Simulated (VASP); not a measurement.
# PbS (P1) in VASP: single point with PBE

Aim: the single point of PbS with PBE.

Program: VASP 6.6.1. These are calculated values, not measurements. Logs are shortened: lines on timing, memory, paths and dates and some standing lists are left out, and cuts for length are marked.

### Step 1. The cell of the first run

The typed cell holds 4 atoms: a = 4.238 Å, b = 4.123 Å, c = 7.425 Å, α = 87.41°, β = 93.39°, γ = 121.36°.

### Step 2. Single point, PBE (atoms moved at random and the cell strained at random)

INCAR reads:

```
SYSTEM = PbS
PREC = Accurate ; ENCUT = 520
EDIFF = 1E-7 ; ISMEAR = 0
SIGMA = 0.05 ; LREAL = .False.
LASPH = .True. ; NELM = 100
ALGO = Normal ; ISIF = 2
LWAVE = .False. ; LCHARG = .True.
GGA = PE ; LELF = .True.
LVHAR = .True. ; NBANDS = 28
```

KPOINTS reads:

```
regular mesh
0
Gamma
  10 10 6
  0 0 0
```

POSCAR reads:

```
PbS
1.0
    2.1045880507     -3.6759007519     -0.1223813723
    1.9901249313      3.6098729189      0.0915683836
   -0.0566239861      0.2267983422      7.4215221518
Pb S
2 2
Direct
    0.0013981484      0.9921359420      0.5072174095
    0.9995098299      0.0013263630      0.9836100941
    0.7105118208      0.3684695081      0.6890303342
    0.2885816031      0.6380667847      0.1785421623
```

Potentials or basis: VASP PAW PBE potentials, release 64 (Pb_d, S).

On the command line:

```console
cat potpaw_PBE.64/Pb_d/POTCAR potpaw_PBE.64/S/POTCAR > POTCAR
mpirun -np 1 vasp_std > vasp.out
```

OUTCAR:

```text
SYSTEM = PbS
   PREC = Accurate
   ENCUT = 520
   EDIFF = 1E-7
   ISMEAR = 0
   LREAL = .False.
   LASPH = .True.
   NELM = 100
   ISIF = 2
   GGA = PE

 ion  position               nearest neighbor table
   1  0.001  0.992  0.507-   3 2.56   3 2.85   3 2.85   4 3.30   2 3.54   2 3.89
   2  1.000  0.001  0.984-   4 2.70   4 2.71   4 3.01   3 3.14   3 3.16   3 3.45   1 3.54   1 3.89

   3  0.711  0.368  0.689-   1 2.56   1 2.85   1 2.85   2 3.14   2 3.16   2 3.45
   4  0.289  0.638  0.179-   2 2.70   2 2.71   2 3.01   1 3.30

  LATTYP: Found a triclinic cell.
 ALAT       =     4.2375127612
 B/A-ratio  =     0.9664540145
 C/A-ratio  =     1.7522549422
 COS(alpha) =     0.0156373119
 COS(beta)  =     0.0591498631
 COS(gamma) =     0.5107809397

  Lattice vectors:

 A1 = (  -2.1045880507,   3.6759007519,   0.1223813723)
 A2 = (  -4.0947129820,   0.0660278330,   0.0308129887)
 A3 = (  -0.0566239861,   0.2267983422,   7.4215221518)

Analysis of symmetry for initial positions (statically):
=====================================================================
 Subroutine PRICEL returns:
 Original cell was already a primitive cell.

 Routine SETGRP: Setting up the symmetry group for a
 triclinic supercell.

 Subroutine GETGRP returns: Found  1 space group operations
 (whereof  1 operations were pure point group operations)
 out of a pool of  2 trial point group operations.

The static configuration has the point symmetry C_1 .

Analysis of symmetry for dynamics (positions and initial velocities):
=====================================================================
 Subroutine PRICEL returns:
 Original cell was already a primitive cell.

 Routine SETGRP: Setting up the symmetry group for a
 triclinic supercell.

 Subroutine GETGRP returns: Found  1 space group operations
 (whereof  1 operations were pure point group operations)
 out of a pool of  2 trial point group operations.

The dynamic configuration has the point symmetry C_1 .

 Subroutine INISYM returns: Found  1 space group operations
 (whereof  1 operations are pure point group operations),
 and found     1 'primitive' translations

----------------------------------------------------------------------------------------

                                     Primitive cell

[... 90 lines left out ...]
   LSORBIT =      F    spin-orbit coupling
   LASPH  =      T    aspherical Exc in radial PAW
   ENCUT  =  520.0 eV  38.22 Ry    6.18 a.u.   7.88  7.67 13.81*2*pi/ulx,y,z
   NELM   =    100;   NELMIN=  2; NELMDL= -5     # of ELM steps
   EDIFF  = 0.1E-06   stopping-criterion for ELM
   LREAL  =      F    real-space projection
   EDIFFG = 0.1E-05   stopping-criterion for IOM
   NSW    =      0    number of steps for IOM
   IBRION =     -1    ionic relax: 0-MD 1-quasi-New 2-CG
   NFREE  =      0    steps in history (QN), initial steepest desc. (CG)
   ISIF   =      2    stress and relaxation
   ISYM   =      2    0-nonsym 1-usesym 2-fastsym
   POTIM  = 0.5000    time-step for ionic-motion
   TEBEG  =    0.0;   TEEND  =   0.0 temperature during run
   PSTRESS=    0.0 pullay stress
   NELECT =      40.0000    total number of electrons
   NUPDOWN=      -1.0000    fix difference up-down
   EMIN   =  10.00;   EMAX   =-10.00  energy-range for DOS
   EFERMI =   0.00;   METHOD = LEGACY
   ISMEAR =     0;   SIGMA  =   0.05  broadening in eV -4-tet -1-fermi 0-gaus
   EFERMI_NEDOS =   21; number of points for ismear=-14 and -15
   IALGO  =     38    algorithm
   IMIX   =      4    mixing-type and parameters
     AMIX     =   0.40;   BMIX     =  1.00
     AMIX_MAG =   1.60;   BMIX_MAG =  1.00
  volume/ion in A,a.u.               =      27.64       186.54
  Fermi-wavevector in a.u.,A,eV,Ry     =   1.166491  2.204348 18.513466  1.360701
  Thomas-Fermi vector in A             =   2.303003
   LORBIT       =      0    0 simple, 1 ext, 2 COOP (PROOUT), +10 PAW based schemes
   GGA     = PE    functional components
   LHFCALC =     F    Hartree Fock is set to
   AEXX    =    0.0000 exact exchange contribution
   IVDW    =     0    specifies the selected vdW correction
   LEPSILON=     F    determine dielectric tensor
   LRPA    =     F    only Hartree local field effects (RPA)
 non-spin polarized calculation
 Gauss-broadening in eV      SIGMA  =   0.05
  energy-cutoff  :      520.00
  volume of cell :      110.57
 maximum number of plane-waves:      2999
   NGX = 15   NGY = 15   NGZ = 27

 number of electron      40.0000004 magnetization

 Free energy of the ion-electron system (eV)
  ---------------------------------------------------
  ext. energy  EPLUGINS =         0.00000000
  ---------------------------------------------------
  free energy    TOTEN  =       -16.94639022 eV

  energy without entropy =      -16.94639022  energy(sigma->0) =      -16.94639022

 E-fermi :   5.3371     XC(G=0):  -9.3287

 val. band max:        5.1442001379   @ k =   0.3000   0.4000  -0.0000
 cond. band min:       5.5244297535   @ k =  -0.0000   0.5000  -0.0000
 fundamental gap:      0.3802296156
 Fermi energy:         5.3370575100

 k-point     1 :       0.0000    0.0000    0.0000
  band No.  band energies     occupation
      1     -11.7619      2.00000
      2     -11.7404      2.00000
      3     -11.7325      2.00000
      4     -11.6831      2.00000
      5     -11.6664      2.00000
      6     -11.5763      2.00000
[... 733 lines left out ...]
     27      11.1704      0.00000
     28      12.6884      0.00000

 [... further k-points ...]

------------------------ aborting loop because EDIFF is reached ----------------------------------------

  FORCE on cell =-STRESS in cart. coord.  units (eV):
  Direction    XX          YY          ZZ          XY          YZ          ZX
  --------------------------------------------------------------------------------------
  -------------------------------------------------------------------------------------
  Total        2.5577801      2.0450572      3.5321458      2.0507548     -1.6224760     -0.2560522
  in kB       37.0623987     29.6330106     51.1810204     29.7155686    -23.5097811     -3.7102127
  external PRESSURE =      39.2921433 kB  Pullay stress =       0.0000000 kB

 VOLUME and BASIS-vectors are now :
 -----------------------------------------------------------------------------
  energy-cutoff  :      520.00
  volume of cell :      110.57
      direct lattice vectors                 reciprocal lattice vectors
     2.104588051 -3.675900752 -0.122381372     0.242107279 -0.133624315  0.005930704
     1.990124931  3.609872919  0.091568384     0.246475873  0.141197529 -0.002434395
    -0.056623986  0.226798342  7.421522152     0.000951291 -0.003945600  0.134871082

 POSITION                                       TOTAL-FORCE (eV/Angst)
 -----------------------------------------------------------------------------------
      1.94870      3.69138      3.85500         0.737448      0.476443     -1.275462
      2.05050     -3.44623      7.17768        -0.343278      0.234202      0.172028
      2.18962     -1.12537      5.06044        -1.055983     -0.432503      0.607353
      1.86707      1.28304      1.34816         0.661813     -0.278143      0.496081
 -----------------------------------------------------------------------------------
    total drift:                                0.000145      0.000041     -0.000351

  FREE ENERGIE OF THE ION-ELECTRON SYSTEM (eV)
  ---------------------------------------------------
  free  energy   TOTEN  =       -16.9463902229 eV

  energy  without entropy=      -16.9463902229  energy(sigma->0) =      -16.94639022
```

Wall time 5.2 min (1 thread of Intel Xeon 6975P-C (Granite Rapids), shared host); peak memory 0.8 GiB.

Results:

```yaml
Free_energy: -16.9464 eV
Pressure: 3.9 GPa
Largest_force: 1.548 eV/Å
Band_gap_on_the_k_mesh: 0.38 eV (least direct gap 1.07 eV)
```

Forces in eV/Å, atoms in the order of the input:
```
Pb   0.737  0.476 -1.275
Pb  -0.343  0.234  0.172
S   -1.056 -0.433  0.607
S    0.662 -0.278  0.496
```

Stress tensor (GPa, compression positive):
```
 3.71  2.97 -0.37
 2.97  2.96 -2.35
-0.37 -2.35  5.12
```

Levels at points of the mesh, in eV from the valence-band top:
```csv
k point,band 18,band 19,band 20,band 21,band 22,band 23
"(0.00, 0.00, 0.00)",-1.72,-1.38,-0.50,1.09,2.70,3.60
"(0.50, 0.00, 0.00)",-2.08,-1.21,-1.06,0.53,2.57,2.91
"(0.00, 0.50, 0.00)",-2.09,-1.68,-0.69,0.38,2.52,3.82
"(0.50, 0.50, 0.00)",-1.88,-1.43,-0.70,0.63,2.73,3.28
"(0.00, 0.00, 0.50)",-1.55,-1.36,-1.14,2.13,2.67,2.87
"(0.50, 0.00, 0.50)",-2.54,-2.25,-1.98,1.86,2.44,3.24
"(0.00, 0.50, 0.50)",-2.47,-2.08,-1.94,1.77,2.28,3.68
"(0.50, 0.50, 0.50)",-2.30,-2.15,-1.90,1.95,2.44,3.35
```

Caveat: the cell differs from its parent crystal (atoms moved at random and the cell strained at random); the cell stands under pressure; spin-orbit coupling is left out, which moves the levels of the heavy elements; forces of over 1 eV/Å act on the atoms, so gaps and moduli don't describe the material at rest.
